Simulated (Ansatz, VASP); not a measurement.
SiO2: VASP beside Ansatz

```
Si O
1.0
     0.00000    3.72891    3.72891
     3.72891    0.00000    3.72891
     3.72891    3.72891    0.00000
Si O
2 4
Direct
  0.75000 0.75000 0.75000
  0.50000 0.50000 0.50000
  0.62500 0.12500 0.62500
  0.62500 0.62500 0.12500
  0.62500 0.62500 0.62500
  0.12500 0.62500 0.62500
```

Alike in both runs: task relaxation of cell and atoms; functional PBE; k mesh 6 × 6 × 6; occupations gaussian, width 0.02 eV; no spin polarisation.

|  | VASP | Ansatz |
| --- | --- | --- |
| version | VASP 6.6.1 | Ansatz 0.2.0 |
| potentials or method | VASP PAW PBE potentials, release 64 (Si, O), cutoff 600 eV | scalar-relativistic, plane waves, PAW |
| valence electrons in the cell | 32 | 32 |

|  | VASP | Ansatz | Ansatz less VASP |
| --- | --- | --- | --- |
| gap on the k mesh at the Fermi level, each at its own relaxed structure (eV) | 5.38 | 5.37 | -0.005 |
| relaxed volume (Å³/atom) | 17.28 | 17.30 | +0.020 |
| relaxed cell length with the largest relative difference (Å) | 5.273 | 5.276 | +0.0021 |

Ansatz's warnings: xc potential rough in thin density.

Noted on VASP's run: the relaxation stopped at its first step, so nothing moved.
